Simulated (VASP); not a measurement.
# MnO (Fm-3m) in VASP: a series of runs, part 3 of 3

VASP 6.6.1. The steps go on from the part before.

## 6. Single point, LDA, collinear spin, ferromagnetic start

This run uses another cell than the first one, of 9.44 Å³/atom, 0.859 times its volume.

Contents of INCAR:

```
SYSTEM = MnO
ALGO = Normal ; EDIFF = 1E-6
ENCUT = 520 ; GGA = CA
ISIF = 2 ; ISMEAR = -1
ISPIN = 2 ; LASPH = .TRUE.
LCHARG = .FALSE. ; LMAXMIX = 4
LORBIT = 11 ; LREAL = .FALSE.
LWAVE = .FALSE. ; MAGMOM = 4 0
NBANDS = 20 ; NELM = 150
PREC = Accurate ; SIGMA = 0.05
```

Contents of KPOINTS:

```
k-points
0
G
  10 10 10
  0 0 0
```

Contents of POSCAR:

```
MnO
1.0
    0.0000000000      2.1137771788      2.1137771788
    2.1137771788      0.0000000000      2.1137771788
    2.1137771788      2.1137771788      0.0000000000
Mn O
1 1
Direct
    0.0000000000      0.0000000000      0.0000000000
    0.5000000000      0.5000000000      0.5000000000
```

Potentials or basis: VASP PAW LDA potentials, release 64 (Mn_pv, O).

Run with:

```bash
$ cat potpaw_LDA.64/Mn_pv/POTCAR potpaw_LDA.64/O/POTCAR > POTCAR
$ mpirun -np 1 vasp_std > vasp.out
```

OUTCAR:

```text
SYSTEM = MnO
   EDIFF = 1E-6
   ENCUT = 520
   GGA = CA
   ISIF = 2
   ISMEAR = -1
   ISPIN = 2
   LASPH = .TRUE.
   LORBIT = 11
   LREAL = .FALSE.
   NELM = 150
   PREC = Accurate

 ion  position               nearest neighbor table
   1  0.000  0.000  0.000-   2 2.11   2 2.11   2 2.11   2 2.11   2 2.11   2 2.11
   2  0.500  0.500  0.500-   1 2.11   1 2.11   1 2.11   1 2.11   1 2.11   1 2.11

  LATTYP: Found a face centered cubic cell.
 ALAT       =     4.2275543576

  Lattice vectors:

 A1 = (   0.0000000000,   2.1137771788,   2.1137771788)
 A2 = (   2.1137771788,   0.0000000000,   2.1137771788)
 A3 = (   2.1137771788,   2.1137771788,   0.0000000000)

[... 1319 lines left out ...]
  energy-cutoff  :      520.00
  volume of cell :       18.89
      direct lattice vectors                 reciprocal lattice vectors
     0.000000000  2.113777179  2.113777179    -0.236543381  0.236543381  0.236543381
     2.113777179  0.000000000  2.113777179     0.236543381 -0.236543381  0.236543381
     2.113777179  2.113777179  0.000000000     0.236543381  0.236543381 -0.236543381

 POSITION                                       TOTAL-FORCE (eV/Angst)
 -----------------------------------------------------------------------------------
      0.00000      0.00000      0.00000         0.000000      0.000000      0.000000
      2.11378      2.11378      2.11378         0.000000      0.000000     -0.000000
 -----------------------------------------------------------------------------------
    total drift:                                0.000000     -0.000000     -0.000000

  FREE ENERGIE OF THE ION-ELECTRON SYSTEM (eV)
  ---------------------------------------------------
  free  energy   TOTEN  =       -17.7968807027 eV

  energy  without entropy=      -17.7843995909  energy(sigma->0) =      -17.79064015

 total charge

# of ion       s       p       d       tot
------------------------------------------
    1        0.233   6.231   5.109  11.572
    2        1.552   3.435   0.000   4.987
--------------------------------------------------
tot          1.785   9.665   5.109  16.558

 magnetization (x)

# of ion       s       p       d       tot
------------------------------------------
    1        0.027   0.020   3.661   3.707
    2        0.032   0.126   0.000   0.158
--------------------------------------------------
tot          0.058   0.146   3.661   3.865
```

OSZICAR:

```text
N       E                     dE             d eps       ncg     rms          rms(c)
DAV:   1     0.163027099266E+03    0.16303E+03   -0.10243E+04  3784   0.116E+03
DAV:   2    -0.125406470431E+02   -0.17557E+03   -0.16398E+03  3820   0.330E+02
DAV:   3    -0.199468454061E+02   -0.74062E+01   -0.73218E+01  4240   0.735E+01
DAV:   4    -0.199940674201E+02   -0.47222E-01   -0.47210E-01  4364   0.597E+00
DAV:   5    -0.199944237815E+02   -0.35636E-03   -0.35635E-03  4204   0.515E-01    0.163E+01
DAV:   6    -0.181854842331E+02    0.18089E+01   -0.73423E+00  5240   0.349E+01    0.124E+01
DAV:   7    -0.178193352045E+02    0.36615E+00   -0.11867E+00  4588   0.169E+01    0.810E+00
DAV:   8    -0.178072799242E+02    0.12055E-01   -0.10761E-01  4180   0.242E+00    0.483E+00
DAV:   9    -0.177920891633E+02    0.15191E-01   -0.19779E-02  5124   0.167E+00    0.120E+00
DAV:  10    -0.177964871327E+02   -0.43980E-02   -0.55117E-03  4260   0.830E-01    0.455E-01
DAV:  11    -0.177968629169E+02   -0.37578E-03   -0.84517E-04  4972   0.324E-01    0.754E-02
DAV:  12    -0.177968815699E+02   -0.18653E-04   -0.16173E-04  4408   0.103E-01    0.259E-02
DAV:  13    -0.177968807027E+02    0.86723E-06   -0.22157E-06  3936   0.144E-02
   1 F= -.17796881E+02 E0= -.17790640E+02  d E =-.124811E-01  mag=     4.0301
```

stdout:

```text
POSCAR found type information on POSCAR MnO
 POSCAR found :  2 types and       2 ions
 scaLAPACK will be used
 LDA part: xc-table for (Slater(with rela. corr.)+CA(PZ))
 , standard interpolation
 POSCAR, INCAR and KPOINTS ok, starting setup
 FFT: planning ... GRIDC
 FFT: planning ... GRID_SOFT
 FFT: planning ... GRID
 WAVECAR not read
 entering main loop
```

Run time: 16 s. Hardware: 1 thread of Intel Xeon Platinum 8488C (Sapphire Rapids), shared host; peak memory 0.15 GiB.

What came out:

```
Free energy                                           : -17.7969 eV
Pressure                                              : -1.2 GPa
Net moment                                            : 4.03 μB per cell
Site moments                                          : Mn +3.71; O +0.16 μB
Valence electrons inside the program's atomic spheres : Mn 11.57; O 4.99
```

Caveat: a cell with one magnetic atom can't hold antiferromagnetic order, which such compounds often take; semilocal functionals often make such compounds metallic where correlation or magnetic order opens a gap, which also shifts bond lengths.

## 7. The runs side by side

| level | potentials or basis | fixed moment (μB) | cell | k mesh | gap on the mesh (eV) | pressure (GPa) | moment (μB) |
| --- | --- | --- | --- | --- | --- | --- | --- |
| PBE | VASP PAW PBE potentials, release 64 (Mn_pv, O) | 5.0 | a = 3.145 Å, angles 60.0°, 2 atoms | 9 × 9 × 9 | - | 4.9 | 5.00 |
| PBE | VASP PAW PBE potentials, release 64 (Mn_pv, O) | 6.0 | a = 3.145 Å, angles 60.0°, 2 atoms | 9 × 9 × 9 | - | 37.7 | 6.00 |
| PBE | VASP PAW PBE potentials, release 64 (Mn_pv, O) | 8.0 | a = 3.145 Å, angles 60.0°, 2 atoms | 9 × 9 × 9 | - | 118.8 | 8.00 |
| r2SCAN | VASP PAW PBE potentials, release 64 (Mn_pv, O) | - | a = 3.145 Å, angles 60.0°, 2 atoms | 10 × 10 × 10 | none | 0.4 | 5.00 |
| LDA | VASP PAW LDA potentials, release 64 (Mn_pv, O) | - | a = 2.989 Å, angles 60.0°, 2 atoms | 10 × 10 × 10 | none | -1.2 | 4.03 |

Alike in all rows: task single point; spin collinear, ferromagnetic start; cutoff (eV) 520; smearing fermi-dirac 0.05 eV.

Caveats: a cell with one magnetic atom can't hold antiferromagnetic order, which such compounds often take; the total moment is fixed, so each spin has its own Fermi level (some runs); semilocal functionals often make such compounds metallic where correlation or magnetic order opens a gap, which also shifts bond lengths (some runs); the PAW data sets were made with another functional, which shifts forces and pressure a little (some runs).

Absolute energies hang on the potentials; compare differences alone.
